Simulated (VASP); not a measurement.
A run of VASP 6.6.1:

INCAR

```
PREC     = Accurate       # precision mode
ENCUT    = 520            # plane-wave cutoff, eV
EDIFF    = 1E-6           # SCF threshold, eV
ISMEAR   = -1             # smearing method
SIGMA    = 0.08           # smearing width, eV
LREAL    = F              # projectors in reciprocal space
LASPH    = T              # aspherical terms in the spheres
NELM     = 100            # most SCF steps
ALGO     = Normal         # electronic algorithm
ISIF     = 2              # what is computed and relaxed
LWAVE    = F              # write WAVECAR
LCHARG   = F              # write CHGCAR
GGA      = PE             # functional
NBANDS   = 7              # bands
```

The input KPOINTS:

```
regular mesh
0
Gamma
  13 13 13
```

POSCAR

```
Mg
1.0
    3.0374286874      0.0000000000      0.0000000000
    0.0000000000      3.0374286874      0.0000000000
    0.0000000000      0.0000000000      3.0374286874
Mg
1
Direct
    0.0000000000      0.0000000000      0.0000000000
```

Potentials or basis: VASP PAW PBE potentials, release 64 (Mg).

Run with:

```console
$ cat potpaw_PBE.64/Mg/POTCAR > POTCAR
$ mpirun -np 1 vasp_std > vasp.out
```

Hardware: 1 thread of AMD EPYC 7R13 (shared host).

How long does it take, and how much memory?

Wall time 17 s on 1 thread of AMD EPYC 7R13, on a shared host, peak memory 0.11 GiB. Counts: scf iterations 9, k points 84.
